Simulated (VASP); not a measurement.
Write the native input for VASP 6.6.1 that does the following.

| Quantity | Value |
| --- | --- |
| Task | single point |
| Functional | BLYP |
| Potentials or basis | VASP PAW PBE potentials, release 64 (Rh_pv) |
| Cutoff | 520 eV |
| k mesh | 23 × 23 × 23 |
| Occupations | fermi-dirac, width 0.05 eV |
| Spin | collinear spin, ferromagnetic start |
| Starting moments | [1.0] μB |
| Dipole correction | no |
| Further INCAR settings | ALGO = Normal; EDIFF = 1e-07; NBANDS = 18 |

The structure of Rh lies in POSCAR:

```
Rh
1.0
    0.0000000000      2.0247815896      2.0247815896
    2.0247815896      0.0000000000      2.0247815896
    2.0247815896      2.0247815896      0.0000000000
Rh
1
Direct
    0.0000000000      0.0000000000      0.0000000000
```

This cell differs from its parent crystal: volume scaled by 1.12.

One way to write it, as run:

INCAR

```
  AGGAC = 1.0
  AGGAX = 1.0
  ALDAC = 0.0
  ALDAX = 1.0
  ALGO = Normal
  EDIFF = 1E-7
  ENCUT = 520
  GGA = B5
  ISIF = 2
  ISMEAR = -1
  ISPIN = 2
  LASPH = True
  LCHARG = False
  LMAXMIX = 4
  LORBIT = 11
  LREAL = False
  LWAVE = False
  MAGMOM = 1
  NBANDS = 18
  NELM = 150
  PREC = Accurate
  SIGMA = 0.05
```

KPOINTS

```
k-points
0
Gamma
  23 23 23
```

Potentials or basis: VASP PAW PBE potentials, release 64 (Rh_pv).

The run is started by

```console
$ cat potpaw_PBE.64/Rh_pv/POTCAR > POTCAR
$ mpirun -np 1 vasp_std > vasp.out
```

Results of the run:

| Item | Value |
| --- | --- |
| Pressure | -17.6 GPa |
| Net moment | 0.00 μB per cell |
| Valence electrons inside the program's atomic spheres | Rh 13.56 |

Caveat: the PAW data sets were made with another functional, which shifts forces and pressure a little.

Wall time 120 s on 1 thread of Intel Xeon 6975P-C (shared host), peak memory 0.27 GiB.
